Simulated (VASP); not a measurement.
# Sb5In5H18 in VASP: single point with PBE

Aim: the single point of Sb5In5H18 with PBE.

Program: VASP 6.6.1. These are calculated values, not measurements. Logs are shortened: lines on timing, memory, paths and dates and some standing lists are left out, and cuts for length are marked.

## Step 1: The cell of the first run

The cell holds a cluster in a box, 28 atoms: a = 16.600 Å, b = 16.900 Å, c = 17.200 Å, α = 90.00°, β = 90.00°, γ = 90.00°.

## Step 2: Single point, PBE

INCAR reads:

```
SYSTEM = In5Sb5H18
PREC = Accurate
ENCUT = 520
EDIFF = 1E-7
ISMEAR = 0
SIGMA = 0.05
LREAL = Auto
LASPH = .TRUE.
NELM = 60
ALGO = Normal
ISIF = 2
LWAVE = .FALSE.
LCHARG = .FALSE.
GGA = PE
NBANDS = 74
```

KPOINTS reads:

```
regular mesh
0
G
  1 1 1
  0 0 0
```

POSCAR reads:

```
In5Sb5H18
1.0
   16.6000000000      0.0000000000      0.0000000000
    0.0000000000     16.9000000000      0.0000000000
    0.0000000000      0.0000000000     17.2000000000
Sb In H
5 5 18
Direct
    0.5211241983      0.4124919030      0.6064220439
    0.5211273738      0.6083075041      0.4140210706
    0.3619991833      0.3880842970      0.3900426883
    0.6465105194      0.3870403597      0.3890160873
    0.6801572956      0.6163338929      0.6143028008
    0.4263398438      0.5117470912      0.5115452083
    0.5736383918      0.2849235059      0.5065145514
    0.6111272335      0.7264772657      0.5020935587
    0.5736577268      0.5066322301      0.2886820202
    0.6111251972      0.5021316990      0.7225253321
    0.4446706308      0.3694539670      0.6585544169
    0.3270717783      0.5355343604      0.5349084166
    0.4446749602      0.6613623042      0.3717273870
    0.4854570421      0.2522977053      0.4616852703
    0.6478643616      0.2281118421      0.5493489434
    0.5406323937      0.7808333656      0.5535080712
    0.6885732492      0.7587571715      0.4428147331
    0.4064982140      0.3239050489      0.3269523041
    0.2953514084      0.3209377014      0.4278053909
    0.2953182941      0.4265121680      0.3240944717
    0.7071592627      0.3290876658      0.3320744714
    0.7248022024      0.4336882174      0.4348528393
    0.4854815480      0.4610189050      0.2565948647
    0.6478903276      0.5502305256      0.2328693777
    0.5406352126      0.5544668139      0.7759324335
    0.6885752302      0.4418068229      0.7542436681
    0.7474442296      0.6706740655      0.6676912608
    0.7529634385      0.5655818099      0.5644362320
```

Potentials or basis: VASP PAW PBE potentials, release 64 (Sb, In_d, H).

Launch:

```console
$ cat potpaw_PBE.64/Sb/POTCAR potpaw_PBE.64/In_d/POTCAR potpaw_PBE.64/H/POTCAR > POTCAR
$ mpirun -np 1 vasp_gam > vasp.out
```

OUTCAR:

```text
SYSTEM = In5Sb5H18
   PREC = Accurate
   ENCUT = 520
   EDIFF = 1E-7
   ISMEAR = 0
   LREAL = Auto
   LASPH = .TRUE.
   NELM = 60
   ISIF = 2
   GGA = PE

 ion  position               nearest neighbor table
   1  0.521  0.412  0.606-  11 1.72   6 2.82   7 2.89  10 2.92
   2  0.521  0.608  0.414-  13 1.72   6 2.82   9 2.89   8 2.92
   3  0.362  0.388  0.390-  18 1.70  19 1.71  20 1.71   6 3.14
   4  0.647  0.387  0.389-  21 1.71  22 1.71   9 2.92   7 2.92
   5  0.680  0.616  0.614-  28 1.71  27 1.71   8 2.92  10 2.92
   6  0.426  0.512  0.512-  12 1.74   1 2.82   2 2.82   3 3.14
   7  0.574  0.285  0.507-  15 1.73  14 1.74   1 2.89   4 2.92
   8  0.611  0.726  0.502-  17 1.73  16 1.73   5 2.92   2 2.92
   9  0.574  0.507  0.289-  24 1.73  23 1.74   2 2.89   4 2.92
  10  0.611  0.502  0.723-  26 1.73  25 1.73   5 2.92   1 2.92
  11  0.445  0.369  0.659-   1 1.72
  12  0.327  0.536  0.535-   6 1.74
  13  0.445  0.661  0.372-   2 1.72
  14  0.485  0.252  0.462-   7 1.74
  15  0.648  0.228  0.549-   7 1.73
  16  0.541  0.781  0.554-   8 1.73
[... 10 lines left out ...]
  27  0.747  0.671  0.668-   5 1.71
  28  0.753  0.566  0.564-   5 1.71

  LATTYP: Found a simple orthorhombic cell.
 ALAT       =    16.6000000000
 B/A-ratio  =     1.0180722892
 C/A-ratio  =     1.0361445783

  Lattice vectors:

 A1 = (  16.6000000000,   0.0000000000,   0.0000000000)
 A2 = (   0.0000000000,  16.9000000000,   0.0000000000)
 A3 = (   0.0000000000,   0.0000000000,  17.2000000000)

Analysis of symmetry for initial positions (statically):
=====================================================================
 Subroutine PRICEL returns:
 Original cell was already a primitive cell.

 Routine SETGRP: Setting up the symmetry group for a
 simple orthorhombic supercell.

 Subroutine GETGRP returns: Found  1 space group operations
 (whereof  1 operations were pure point group operations)
 out of a pool of  8 trial point group operations.

The static configuration has the point symmetry C_1 .

Analysis of symmetry for dynamics (positions and initial velocities):
=====================================================================
 Subroutine PRICEL returns:
 Original cell was already a primitive cell.

 Routine SETGRP: Setting up the symmetry group for a
 simple orthorhombic supercell.

 Subroutine GETGRP returns: Found  1 space group operations
 (whereof  1 operations were pure point group operations)
 out of a pool of  8 trial point group operations.

The dynamic configuration has the point symmetry C_1 .

 Subroutine INISYM returns: Found  1 space group operations
 (whereof  1 operations are pure point group operations),
 and found     1 'primitive' translations

----------------------------------------------------------------------------------------

                                     Primitive cell

  volume of cell :    4825.2880

  direct lattice vectors                    reciprocal lattice vectors
    16.600000000  0.000000000  0.000000000     0.060240964  0.000000000  0.000000000
     0.000000000 16.900000000  0.000000000     0.000000000  0.059171598  0.000000000
     0.000000000  0.000000000 17.200000000     0.000000000  0.000000000  0.058139535

  length of vectors
    16.600000000 16.900000000 17.200000000     0.060240964  0.059171598  0.058139535

  position of ions in fractional coordinates (direct lattice)
     0.521124198  0.412491903  0.606422044
     0.521127374  0.608307504  0.414021071
     0.361999183  0.388084297  0.390042688
     0.646510519  0.387040360  0.389016087
     0.680157296  0.616333893  0.614302801
     0.426339844  0.511747091  0.511545208
[... 20 lines left out ...]
     0.747444230  0.670674066  0.667691261
     0.752963438  0.565581810  0.564436232

  ion indices of the primitive-cell ions
   primitive index   ion index
                 1           1
                 2           2
                 3           3
                 4           4
                 5           5
                 6           6
[... 20 lines left out ...]
                27          27
                28          28

----------------------------------------------------------------------------------------

 KPOINTS: regular mesh

Automatic generation of k-mesh.
 Grid dimensions read from file:
 generate k-points for:    1    1    1

 Generating k-lattice:

  Cartesian coordinates                     Fractional coordinates (reciprocal lattice)
     0.060240964  0.000000000  0.000000000     1.000000000  0.000000000  0.000000000
     0.000000000  0.059171598  0.000000000     0.000000000  1.000000000  0.000000000
     0.000000000  0.000000000  0.058139535     0.000000000  0.000000000  1.000000000

  Length of vectors
     0.060240964  0.059171598  0.058139535

  Shift w.r.t. Gamma in fractional coordinates (k-lattice)
     0.000000000  0.000000000  0.000000000

 Subroutine IBZKPT returns following result:
 ===========================================

 Found      1 irreducible k-points:

 Following reciprocal coordinates:
            Coordinates               Weight
  0.000000  0.000000  0.000000      1.000000
   k-points           NKPTS =      1   k-points in BZ     NKDIM =      1   number of bands    NBANDS=     74
   number of dos      NEDOS =    301   number of ions     NIONS =     28
   total plane-waves  NPLWV = ******
   dimension x,y,z NGX =   126 NGY =  126 NGZ =  128
   dimension x,y,z NGXF=   252 NGYF=  252 NGZF=  256
   ions per type =               5   5  18
   NGX,Y,Z   is equivalent  to a cutoff of  12.62, 12.39, 12.37 a.u.
   NGXF,Y,Z  is equivalent  to a cutoff of  25.24, 24.79, 24.74 a.u.
 SYSTEM =  In5Sb5H18
   PREC   = accura    normal or accurate (medium, high low for compatibility)
   ISTART =      0    job   : 0-new  1-cont  2-samecut
   ICHARG =      2    charge: 1-file 2-atom 10-const
   ISPIN  =      1    spin polarized calculation?
   LNONCOLLINEAR =      F non collinear calculations
   LSORBIT =      F    spin-orbit coupling
   LASPH  =      T    aspherical Exc in radial PAW
   ENCUT  =  520.0 eV  38.22 Ry    6.18 a.u.  30.86 31.42 31.98*2*pi/ulx,y,z
   NELM   =     60;   NELMIN=  2; NELMDL= -5     # of ELM steps
   EDIFF  = 0.1E-06   stopping-criterion for ELM
   LREAL  =      T    real-space projection
   EDIFFG = 0.1E-05   stopping-criterion for IOM
   NSW    =      0    number of steps for IOM
   IBRION =     -1    ionic relax: 0-MD 1-quasi-New 2-CG
   NFREE  =      0    steps in history (QN), initial steepest desc. (CG)
   ISIF   =      2    stress and relaxation
   ISYM   =      2    0-nonsym 1-usesym 2-fastsym
   POTIM  = 0.5000    time-step for ionic-motion
   TEBEG  =    0.0;   TEEND  =   0.0 temperature during run
   PSTRESS=    0.0 pullay stress
   NELECT =     108.0000    total number of electrons
   NUPDOWN=      -1.0000    fix difference up-down
   EMIN   =  10.00;   EMAX   =-10.00  energy-range for DOS
   EFERMI =   0.00;   METHOD = LEGACY
   ISMEAR =     0;   SIGMA  =   0.05  broadening in eV -4-tet -1-fermi 0-gaus
   EFERMI_NEDOS =   21; number of points for ismear=-14 and -15
   IALGO  =     38    algorithm
   IMIX   =      4    mixing-type and parameters
     AMIX     =   0.40;   BMIX     =  1.00
     AMIX_MAG =   1.60;   BMIX_MAG =  1.00
  volume/ion in A,a.u.               =     172.33      1162.95
  Fermi-wavevector in a.u.,A,eV,Ry     =   0.461362  0.871847  2.896065  0.212855
  Thomas-Fermi vector in A             =   1.448354
   LORBIT       =      0    0 simple, 1 ext, 2 COOP (PROOUT), +10 PAW based schemes
   GGA     = PE    functional components
   LHFCALC =     F    Hartree Fock is set to
   AEXX    =    0.0000 exact exchange contribution
   IVDW    =     0    specifies the selected vdW correction
   LEPSILON=     F    determine dielectric tensor
   LRPA    =     F    only Hartree local field effects (RPA)
 non-spin polarized calculation
 Gauss-broadening in eV      SIGMA  =   0.05
  energy-cutoff  :      520.00
  volume of cell :     4825.29
 maximum number of plane-waves:     64943
 NGX is ok and might be reduce to   126
   NGX = 61   NGY = 63   NGZ = 63

 number of electron     108.0000009 magnetization

 Free energy of the ion-electron system (eV)
  ---------------------------------------------------
  ext. energy  EPLUGINS =         0.00000000
  ---------------------------------------------------
  free energy    TOTEN  =       -86.90308728 eV

  energy without entropy =      -86.90308728  energy(sigma->0) =      -86.90308728

 E-fermi :  -4.9838     XC(G=0):  -1.3081

 val. band max:       -5.2281788264   @ k =   0.0000   0.0000   0.0000
 cond. band min:      -1.8664070943   @ k =   0.0000   0.0000   0.0000
 fundamental gap:      3.3617717321
 Fermi energy:        -4.9838332928

 k-point     1 :       0.0000    0.0000    0.0000
  band No.  band energies     occupation
      1     -18.5200      2.00000
      2     -18.4322      2.00000
      3     -18.4047      2.00000
      4     -18.3591      2.00000
      5     -18.3318      2.00000
      6     -18.0577      2.00000
[... 58 lines left out ...]
     65      -0.3873      0.00000
     66      -0.3733      0.00000
 [bands above 66 left out]

------------------------ aborting loop because EDIFF is reached ----------------------------------------

  FORCE on cell =-STRESS in cart. coord.  units (eV):
  Direction    XX          YY          ZZ          XY          YZ          ZX
  --------------------------------------------------------------------------------------
  -------------------------------------------------------------------------------------
  Total        0.3150285      0.0657251      0.0899567     -0.0346217      0.0822979     -0.0395387
  in kB        0.1046013      0.0218232      0.0298690     -0.0114957      0.0273260     -0.0131283
  external PRESSURE =       0.0520979 kB  Pullay stress =       0.0000000 kB

 VOLUME and BASIS-vectors are now :
 -----------------------------------------------------------------------------
  energy-cutoff  :      520.00
  volume of cell :     4825.29
      direct lattice vectors                 reciprocal lattice vectors
    16.600000000  0.000000000  0.000000000     0.060240964  0.000000000  0.000000000
     0.000000000 16.900000000  0.000000000     0.000000000  0.059171598  0.000000000
     0.000000000  0.000000000 17.200000000     0.000000000  0.000000000  0.058139535

 POSITION                                       TOTAL-FORCE (eV/Angst)
 -----------------------------------------------------------------------------------
      8.65066      6.97111     10.43046         0.072909      0.043371     -0.051598
      8.65071     10.28040      7.12116         0.067543     -0.047982      0.042390
      6.00919      6.55862      6.70873         0.089570      0.113238      0.112995
     10.73207      6.54098      6.69108        -0.140068      0.014500      0.018996
     11.29061     10.41604     10.56601        -0.139544      0.001060      0.000942
      7.07724      8.64853      8.79858        -0.054418      0.001176      0.005434
[... 20 lines left out ...]
     12.40757     11.33439     11.48429         0.064807      0.053411      0.052763
     12.49919      9.55833      9.70830         0.072391     -0.050154     -0.050771
 -----------------------------------------------------------------------------------
    total drift:                                0.040394     -0.014932      0.001556

  FREE ENERGIE OF THE ION-ELECTRON SYSTEM (eV)
  ---------------------------------------------------
  free  energy   TOTEN  =       -86.9030872771 eV

  energy  without entropy=      -86.9030872771  energy(sigma->0) =      -86.90308728
```

Wall time 19 min (1 thread of Intel Xeon Platinum 8259CL at 2.50GHz (Skylake/Cascade Lake), shared host); peak memory 2.9 GiB.

Results:

```
Free energy                     : -86.9031 eV
Largest force                   : 0.183 eV/Å
Gap between the frontier levels : 3.36 eV
```

Forces on the atoms (eV/Å):
```
Sb   0.073  0.043 -0.052
Sb   0.068 -0.048  0.042
Sb   0.090  0.113  0.113
Sb  -0.140  0.015  0.019
Sb  -0.140  0.001  0.001
In  -0.054  0.001  0.005
In   0.033 -0.007 -0.009
In   0.003  0.005  0.008
In   0.035 -0.016 -0.010
In   0.001  0.011  0.010
H   -0.076 -0.041  0.050
H    0.019 -0.003 -0.003
H   -0.076  0.051 -0.042
H    0.000  0.004 -0.001
H   -0.005  0.005 -0.003
H    0.006 -0.009 -0.005
H   -0.006 -0.004  0.005
H    0.041 -0.071 -0.072
H   -0.067 -0.070  0.032
H   -0.067  0.033 -0.071
H    0.054 -0.057 -0.057
H    0.075  0.042  0.042
H    0.000  0.000  0.004
H   -0.005 -0.003  0.004
H    0.006 -0.004 -0.009
H   -0.006  0.005 -0.005
H    0.065  0.053  0.053
H    0.072 -0.050 -0.051
```

Levels at points of the mesh, in eV from the valence-band top:
```csv
k point,band 51,band 52,band 53,band 54,band 55,band 56,band 57,band 58
"(0.00, 0.00, 0.00)",-0.25,-0.15,-0.07,0.00,3.36,3.58,3.70,3.91
```

Caveat: spin-orbit coupling is left out, which moves the levels of the heavy elements.
